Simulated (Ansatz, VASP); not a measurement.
## Hf2N: VASP beside Ansatz

```
Hf N
1.0
     5.25243    0.00000    0.00000
     0.00000    5.25243    0.00000
     0.00000    0.00000    3.20145
Hf N
4 2
Cartesian
  1.5509 1.5509 0.0000
  3.7015 3.7015 0.0000
  4.1771 1.0753 1.6007
  1.0753 4.1771 1.6007
  0.0000 0.0000 0.0000
  2.6262 2.6262 1.6007
```

Alike in both runs: functional LDA; k mesh 8 × 8 × 12; occupations fermi-dirac, width 0.15 eV; no spin polarisation.

Ansatz relaxed the structure, and its values are those at the end. VASP's run is a single point on that final structure, the one shown.

```csv
,VASP,Ansatz
version,VASP 6.6.1,Ansatz 0.2.0
potentials or method,"VASP PAW LDA potentials, release 64 (Hf_pv, N), cutoff 520 eV","scalar-relativistic, plane waves, PAW"
valence electrons in the cell,50,114
```

|  | VASP | Ansatz | Ansatz less VASP |
| --- | --- | --- | --- |
| gap on the k mesh at the Fermi level (eV) | none | none | - |
| pressure (GPa) | -0.2 | 0.0 | +0.21 |

LDA's correlation is that of Perdew and Zunger in VASP and of Perdew and Wang (1992) in Ansatz. A gap of «none» marks a metal or a gap that the smearing closes. VASP's potentials hold 50 valence electrons a cell and Ansatz's 114, so a difference there can come from the potentials and not from the codes.

Spin-orbit coupling is off throughout.
